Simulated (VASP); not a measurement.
# SrTiO3 (P4mm) in VASP: a series of runs

SrTiO3 is run at these levels: PBEsol; tasks: single point.

Everything below comes from runs of VASP 6.6.1. Logs are shortened: lines on timing, memory, paths and dates and some standing lists are left out, and cuts for length are marked.

## (1) The cell of the first run

Symmetry: P4mm, No. 99, tetragonal system. Conventional cell: a = 3.891 Å, b = 3.891 Å, c = 3.891 Å, α = 90.00°, β = 90.00°, γ = 90.00°. Sr (site symmetry 4mm) has 12 O at 2.65 to 2.86 Å and 4 Ti at 3.09 Å within 3.5 Å. Ti (site symmetry 4mm) has 5 O at 1.52 to 1.99 Å within 2.0 Å. O (site symmetry 4mm) has 1 Ti at 1.52 Å within 2.0 Å. Within 2.9 Å of O (site symmetry 2mm) lie 2 Ti at 1.99 Å and 4 Sr at 2.65 to 2.86 Å and 8 O at 2.74 to 2.77 Å.

## (2) Single point, PBEsol (atoms displaced along a vibrational mode)

File INCAR:

```
SYSTEM = SrTiO3
PREC = Accurate ; ENCUT = 520
EDIFF = 1E-6 ; ISMEAR = 0
SIGMA = 0.05 ; LREAL = .FALSE.
LASPH = .TRUE. ; NELM = 60
ALGO = Normal ; ISIF = 2
LWAVE = .FALSE. ; LCHARG = .FALSE.
GGA = PS ; NBANDS = 28
```

File KPOINTS:

```
Automatic mesh
0
G
  8 8 8
  0 0 0
```

File POSCAR:

```
SrTiO3
1.0
    3.8913815400      0.0000000000      0.0000000000
    0.0000000000      3.8913815400      0.0000000000
    0.0000000000      0.0000000000      3.8913815400
Sr Ti O
1 1 3
Direct
   -0.0463422836      0.0000000000      0.0000000000
    0.5946570811      0.5000000000      0.5000000000
   -0.0135956122      0.5000000000      0.5000000000
    0.4920956494      0.0000000000      0.5000000000
    0.4920956494      0.5000000000      0.0000000000
```

Potentials or basis: VASP PAW PBE potentials, release 64 (Sr_sv, Ti_sv, O).

Launch:

```bash
$ cat potpaw_PBE.64/Sr_sv/POTCAR potpaw_PBE.64/Ti_sv/POTCAR potpaw_PBE.64/O/POTCAR > POTCAR
$ mpirun -np 1 vasp_std > vasp.out
```

OUTCAR:

```text
SYSTEM = SrTiO3
   PREC = Accurate
   ENCUT = 520
   EDIFF = 1E-6
   ISMEAR = 0
   LREAL = .FALSE.
   LASPH = .TRUE.
   NELM = 60
   ISIF = 2
   GGA = PS

 ion  position               nearest neighbor table
   1  0.954  0.000  0.000-   4 2.65   5 2.65   4 2.65   5 2.65   3 2.75   3 2.75   3 2.75   3 2.75
                             4 2.86   5 2.86   4 2.86   5 2.86   2 3.09   2 3.09   2 3.09   2 3.09
   2  0.595  0.500  0.500-   3 1.52   4 1.99   5 1.99   5 1.99   4 1.99   3 2.37   1 3.09   1 3.09
                             1 3.09   1 3.09   1 3.71   1 3.71   1 3.71   1 3.71
   3  0.986  0.500  0.500-   2 1.52   2 2.37   1 2.75   1 2.75   1 2.75   1 2.75
   4  0.492  0.000  0.500-   2 1.99   2 1.99   1 2.65   1 2.65   1 2.86   1 2.86
   5  0.492  0.500  0.000-   2 1.99   2 1.99   1 2.65   1 2.65   1 2.86   1 2.86

  LATTYP: Found a simple cubic cell.
 ALAT       =     3.8913815400

  Lattice vectors:

 A1 = (   3.8913815400,   0.0000000000,   0.0000000000)
 A2 = (   0.0000000000,   3.8913815400,   0.0000000000)
 A3 = (   0.0000000000,   0.0000000000,   3.8913815400)

Analysis of symmetry for initial positions (statically):
=====================================================================
 Subroutine PRICEL returns:
 Original cell was already a primitive cell.

 Routine SETGRP: Setting up the symmetry group for a
 simple cubic supercell.

 Subroutine GETGRP returns: Found  8 space group operations
 (whereof  8 operations were pure point group operations)
 out of a pool of 48 trial point group operations.

The static configuration has the point symmetry C_4v.

Analysis of symmetry for dynamics (positions and initial velocities):
=====================================================================
 Subroutine PRICEL returns:
 Original cell was already a primitive cell.

 Routine SETGRP: Setting up the symmetry group for a
 simple cubic supercell.

 Subroutine GETGRP returns: Found  8 space group operations
 (whereof  8 operations were pure point group operations)
 out of a pool of 48 trial point group operations.

The dynamic configuration has the point symmetry C_4v.

 Subroutine INISYM returns: Found  8 space group operations
 (whereof  8 operations are pure point group operations),
 and found     1 'primitive' translations

----------------------------------------------------------------------------------------

                                     Primitive cell

  volume of cell :      58.9266

  direct lattice vectors                    reciprocal lattice vectors
     3.891381540  0.000000000  0.000000000     0.256978143  0.000000000  0.000000000
     0.000000000  3.891381540  0.000000000     0.000000000  0.256978143  0.000000000
     0.000000000  0.000000000  3.891381540     0.000000000  0.000000000  0.256978143

  length of vectors
     3.891381540  3.891381540  3.891381540     0.256978143  0.256978143  0.256978143

  position of ions in fractional coordinates (direct lattice)
     0.953657716  0.000000000  0.000000000
     0.594657081  0.500000000  0.500000000
     0.986404388  0.500000000  0.500000000
     0.492095649  0.000000000  0.500000000
     0.492095649  0.500000000  0.000000000

  ion indices of the primitive-cell ions
   primitive index   ion index
                 1           1
                 2           2
                 3           3
                 4           4
                 5           5

----------------------------------------------------------------------------------------

 KPOINTS: Automatic mesh

Automatic generation of k-mesh.
 Grid dimensions read from file:
 generate k-points for:    8    8    8

 Generating k-lattice:

  Cartesian coordinates                     Fractional coordinates (reciprocal lattice)
     0.032122268  0.000000000  0.000000000     0.125000000  0.000000000  0.000000000
     0.000000000  0.032122268  0.000000000     0.000000000  0.125000000  0.000000000
     0.000000000  0.000000000  0.032122268     0.000000000  0.000000000  0.125000000

  Length of vectors
     0.032122268  0.032122268  0.032122268

  Shift w.r.t. Gamma in fractional coordinates (k-lattice)
     0.000000000  0.000000000  0.000000000

 Subroutine IBZKPT returns following result:
 ===========================================

 Found     75 irreducible k-points:

 Following reciprocal coordinates:
            Coordinates               Weight
  0.000000  0.000000  0.000000      1.000000
  0.125000  0.000000  0.000000      2.000000
  0.000000  0.125000  0.000000      4.000000
  0.250000  0.000000  0.000000      2.000000
  0.000000  0.250000  0.000000      4.000000
  0.375000  0.000000  0.000000      2.000000
[... 16 lines left out ...]
  0.375000  0.250000  0.000000      8.000000
  0.000000  0.375000  0.250000      8.000000
 [... further k-points ...]
   k-points           NKPTS =     75   k-points in BZ     NKDIM =     75   number of bands    NBANDS=     28
   number of dos      NEDOS =    301   number of ions     NIONS =      5
   total plane-waves  NPLWV =  27000
   dimension x,y,z NGX =    30 NGY =   30 NGZ =   30
   dimension x,y,z NGXF=    60 NGYF=   60 NGZF=   60
   ions per type =               1   1   3
   NGX,Y,Z   is equivalent  to a cutoff of  12.82, 12.82, 12.82 a.u.
   NGXF,Y,Z  is equivalent  to a cutoff of  25.63, 25.63, 25.63 a.u.
 SYSTEM =  SrTiO3
   PREC   = accura    normal or accurate (medium, high low for compatibility)
   ISTART =      0    job   : 0-new  1-cont  2-samecut
   ICHARG =      2    charge: 1-file 2-atom 10-const
   ISPIN  =      1    spin polarized calculation?
   LNONCOLLINEAR =      F non collinear calculations
   LSORBIT =      F    spin-orbit coupling
   LASPH  =      T    aspherical Exc in radial PAW
   ENCUT  =  520.0 eV  38.22 Ry    6.18 a.u.   7.24  7.24  7.24*2*pi/ulx,y,z
   NELM   =     60;   NELMIN=  2; NELMDL= -5     # of ELM steps
   EDIFF  = 0.1E-05   stopping-criterion for ELM
   LREAL  =      F    real-space projection
   EDIFFG = 0.1E-04   stopping-criterion for IOM
   NSW    =      0    number of steps for IOM
   IBRION =     -1    ionic relax: 0-MD 1-quasi-New 2-CG
   NFREE  =      0    steps in history (QN), initial steepest desc. (CG)
   ISIF   =      2    stress and relaxation
   ISYM   =      2    0-nonsym 1-usesym 2-fastsym
   POTIM  = 0.5000    time-step for ionic-motion
   TEBEG  =    0.0;   TEEND  =   0.0 temperature during run
   PSTRESS=    0.0 pullay stress
   NELECT =      40.0000    total number of electrons
   NUPDOWN=      -1.0000    fix difference up-down
   EMIN   =  10.00;   EMAX   =-10.00  energy-range for DOS
   EFERMI =   0.00;   METHOD = LEGACY
   ISMEAR =     0;   SIGMA  =   0.05  broadening in eV -4-tet -1-fermi 0-gaus
   EFERMI_NEDOS =   21; number of points for ismear=-14 and -15
   IALGO  =     38    algorithm
   IMIX   =      4    mixing-type and parameters
     AMIX     =   0.40;   BMIX     =  1.00
     AMIX_MAG =   1.60;   BMIX_MAG =  1.00
  volume/ion in A,a.u.               =      11.79        79.53
  Fermi-wavevector in a.u.,A,eV,Ry     =   1.438769  2.718879 28.164817  2.070056
  Thomas-Fermi vector in A             =   2.557699
   LORBIT       =      0    0 simple, 1 ext, 2 COOP (PROOUT), +10 PAW based schemes
   GGA     = PS    functional components
   LHFCALC =     F    Hartree Fock is set to
   AEXX    =    0.0000 exact exchange contribution
   IVDW    =     0    specifies the selected vdW correction
   LEPSILON=     F    determine dielectric tensor
   LRPA    =     F    only Hartree local field effects (RPA)
 non-spin polarized calculation
 Gauss-broadening in eV      SIGMA  =   0.05
  energy-cutoff  :      520.00
  volume of cell :       58.93
 maximum number of plane-waves:      1622
 NGX is ok and might be reduce to    30
   NGX = 15   NGY = 15   NGZ = 15

 number of electron      40.0000011 magnetization

 Free energy of the ion-electron system (eV)
  ---------------------------------------------------
  ext. energy  EPLUGINS =         0.00000000
  ---------------------------------------------------
  free energy    TOTEN  =       -40.23429714 eV

  energy without entropy =      -40.23429714  energy(sigma->0) =      -40.23429714

 E-fermi :   4.7530     XC(G=0): -11.5282

 val. band max:        4.4337806009   @ k =   0.5000   0.5000   0.5000
 cond. band min:       6.2826169692   @ k =   0.0000   0.0000   0.0000
 fundamental gap:      1.8488363683
 Fermi energy:         4.7530278895

 k-point     1 :       0.0000    0.0000    0.0000
  band No.  band energies     occupation
      1     -51.3407      2.00000
      2     -28.7874      2.00000
      3     -28.5582      2.00000
      4     -27.5972      2.00000
      5     -27.5972      2.00000
      6     -13.3129      2.00000
[... 20 lines left out ...]
     27       9.9944      0.00000
     28      11.2911      0.00000

 k-point     2 :       0.1250    0.0000    0.0000
  band No.  band energies     occupation
      1     -51.3405      2.00000
      2     -28.7960      2.00000
      3     -28.5571      2.00000
      4     -27.5967      2.00000
      5     -27.5967      2.00000
      6     -13.2585      2.00000
[... 20 lines left out ...]
     27      10.3306      0.00000
     28      11.6830      0.00000

 k-point     3 :       0.0000    0.1250    0.0000
  band No.  band energies     occupation
      1     -51.3405      2.00000
      2     -28.7804      2.00000
      3     -28.5654      2.00000
      4     -27.6037      2.00000
      5     -27.5967      2.00000
      6     -13.3506      2.00000
[... 20 lines left out ...]
     27      10.3557      0.00000
     28      11.3055      0.00000

 k-point     4 :       0.2500    0.0000    0.0000
  band No.  band energies     occupation
      1     -51.3398      2.00000
      2     -28.8175      2.00000
      3     -28.5535      2.00000
      4     -27.5953      2.00000
      5     -27.5953      2.00000
      6     -13.1847      2.00000
[... 578 lines left out ...]
     27      11.3107      0.00000
     28      11.9704      0.00000

 k-point    23 :       0.3750    0.2500    0.0000
  band No.  band energies     occupation
      1     -51.3383      2.00000
      2     -28.7956      2.00000
      3     -28.5912      2.00000
      4     -27.6215      2.00000
      5     -27.5922      2.00000
      6     -12.9964      2.00000
[... 20 lines left out ...]
     27      12.2058      0.00000
     28      12.5856      0.00000

 k-point    24 :       0.0000    0.3750    0.2500
  band No.  band energies     occupation
      1     -51.3383      2.00000
      2     -28.7133      2.00000
      3     -28.6109      2.00000
      4     -27.6488      2.00000
      5     -27.6286      2.00000
      6     -13.3546      2.00000
[... 20 lines left out ...]
     27      11.8469      0.00000
     28      12.2090      0.00000

 [... further k-points ...]

------------------------ aborting loop because EDIFF is reached ----------------------------------------

  FORCE on cell =-STRESS in cart. coord.  units (eV):
  Direction    XX          YY          ZZ          XY          YZ          ZX
  --------------------------------------------------------------------------------------
  -------------------------------------------------------------------------------------
  Total       17.0423279      1.9528959      1.9528959      0.0000000     -0.0000000      0.0000000
  in kB      463.3701522     53.0980073     53.0980073      0.0000000     -0.0000000      0.0000000
  external PRESSURE =     189.8553889 kB  Pullay stress =       0.0000000 kB

 VOLUME and BASIS-vectors are now :
 -----------------------------------------------------------------------------
  energy-cutoff  :      520.00
  volume of cell :       58.93
      direct lattice vectors                 reciprocal lattice vectors
     3.891381540  0.000000000  0.000000000     0.256978143  0.000000000  0.000000000
     0.000000000  3.891381540  0.000000000     0.000000000  0.256978143  0.000000000
     0.000000000  0.000000000  3.891381540     0.000000000  0.000000000  0.256978143

 POSITION                                       TOTAL-FORCE (eV/Angst)
 -----------------------------------------------------------------------------------
      3.71105      0.00000      0.00000         1.604732     -0.000000      0.000000
      2.31404      1.94569      1.94569       -13.887041      0.000000      0.000000
      3.83848      1.94569      1.94569        10.850241      0.000000     -0.000000
      1.91493      0.00000      1.94569         0.716034     -0.000000      0.000000
      1.91493      1.94569      0.00000         0.716034     -0.000000      0.000000
 -----------------------------------------------------------------------------------
    total drift:                               -0.000086      0.000000     -0.000001

  FREE ENERGIE OF THE ION-ELECTRON SYSTEM (eV)
  ---------------------------------------------------
  free  energy   TOTEN  =       -40.2342971422 eV

  energy  without entropy=      -40.2342971422  energy(sigma->0) =      -40.23429714
```

Run time: 72 s. Hardware: 1 thread of Intel Xeon Platinum 8488C (Sapphire Rapids), shared host; peak memory 0.26 GiB.

What came out:

```
Free energy            : -40.2343 eV
Pressure               : 19.0 GPa
Largest force          : 13.887 eV/Å
Band gap on the k mesh : 1.85 eV (least direct gap 2.57 eV)
```

Forces on the atoms (eV/Å):
```
Sr    1.605   0.000   0.000
Ti  -13.887   0.000   0.000
O    10.850   0.000   0.000
O     0.716   0.000   0.000
O     0.716   0.000   0.000
```

Levels at points of the mesh, in eV from the valence-band top:
```tsv
k point	band 17	band 18	band 19	band 20	band 21	band 22	band 23	band 24
(0.00, 0.00, 0.00)	-1.97	-1.57	-0.72	-0.72	1.85	4.02	4.02	4.49
(0.50, 0.00, 0.00)	-2.49	-2.32	-0.78	-0.78	2.05	4.96	5.15	5.15
(0.00, 0.50, 0.00)	-2.28	-2.27	-1.94	-1.66	3.74	4.35	4.46	5.77
(0.50, 0.50, 0.00)	-1.89	-1.69	-1.59	-0.99	3.84	4.90	5.26	5.67
(0.00, 0.50, 0.50)	-2.40	-2.40	-2.00	-0.11	4.03	4.50	4.50	4.97
(0.50, 0.50, 0.50)	-3.55	-0.81	-0.81	0.00	4.19	4.82	4.82	5.48
```

Caveat: the cell differs from its parent crystal (atoms displaced along a vibrational mode); the cell stands under pressure; the PAW data sets were made with another functional, which shifts forces and pressure a little. A k mesh can miss the band edges.

## (3) Single point, PBEsol (atoms displaced along a vibrational mode)

File INCAR:

```
SYSTEM = SrTiO3
PREC = Accurate
ENCUT = 520
EDIFF = 1E-7
ISMEAR = 0
SIGMA = 0.05
LREAL = .FALSE.
LASPH = .TRUE.
NELM = 60
ALGO = Normal
ISIF = 2
LWAVE = .FALSE.
LCHARG = .TRUE.
GGA = PS
LELF = .TRUE.
LVHAR = .TRUE.
NBANDS = 28
```

KPOINTS is that of step 2.

File POSCAR:

```
SrTiO3
1.0
    3.8913815400      0.0000000000      0.0000000000
    0.0000000000      3.8913815400      0.0000000000
    0.0000000000      0.0000000000      3.8913815400
Sr Ti O
1 1 3
Direct
    0.0607799954      0.0000000000      0.0000000000
    0.4409841518      0.5000000000      0.5000000000
   -0.0446467859      0.5000000000      0.5000000000
    0.4441737712      0.0000000000      0.5000000000
    0.4441737712      0.5000000000      0.0000000000
```

Potentials or basis: VASP PAW PBE potentials, release 64 (Sr_sv, Ti_sv, O).

Launch:

```bash
$ cat potpaw_PBE.64/Sr_sv/POTCAR potpaw_PBE.64/Ti_sv/POTCAR potpaw_PBE.64/O/POTCAR > POTCAR
$ mpirun -np 1 vasp_std > vasp.out
```

Run time: 87 s. Hardware: 1 thread of Intel Xeon Platinum 8488C (Sapphire Rapids), shared host; peak memory 0.26 GiB.

It converged, with:

* Free energy: -41.5749 eV
* Pressure: 6.4 GPa
* Largest force: 2.141 eV/Å
* Band gap on the k mesh: 1.65 eV (least direct gap 2.06 eV)

Forces in eV/Å, atoms in the order of the input:
```
Sr  -2.141  0.000  0.000
Ti   1.294  0.000  0.000
O    0.024  0.000  0.000
O    0.412  0.000  0.000
O    0.412  0.000  0.000
```

Stress tensor (GPa, compression positive):
```
5.49 0.00 0.00
0.00 6.87 0.00
0.00 0.00 6.87
```

Levels at points of the mesh, in eV from the valence-band top:
```tsv
k point	band 16	band 17	band 18	band 19	band 20	band 21	band 22	band 23	band 24	band 25
(0.00, 0.00, 0.00)	-1.41	-1.41	-0.41	-0.41	-0.41	1.65	1.92	1.92	4.37	4.46
(0.50, 0.00, 0.00)	-2.32	-2.32	-2.14	-0.88	-0.88	1.81	3.85	3.85	4.38	6.61
(0.00, 0.50, 0.00)	-2.56	-2.50	-1.52	-0.74	-0.69	2.02	3.71	3.79	4.44	6.64
(0.50, 0.50, 0.00)	-2.86	-1.86	-1.69	-1.54	0.00	3.73	3.88	4.36	5.39	7.73
(0.00, 0.50, 0.50)	-2.75	-1.67	-1.59	-1.59	-0.46	3.84	3.84	4.22	5.45	7.57
(0.50, 0.50, 0.50)	-3.73	-3.68	-0.39	-0.03	-0.03	4.47	4.50	4.50	7.16	7.37
```

Caveat: the cell differs from its parent crystal (atoms displaced along a vibrational mode); the cell stands under pressure; the PAW data sets were made with another functional, which shifts forces and pressure a little.

[end of part 1 of 2]
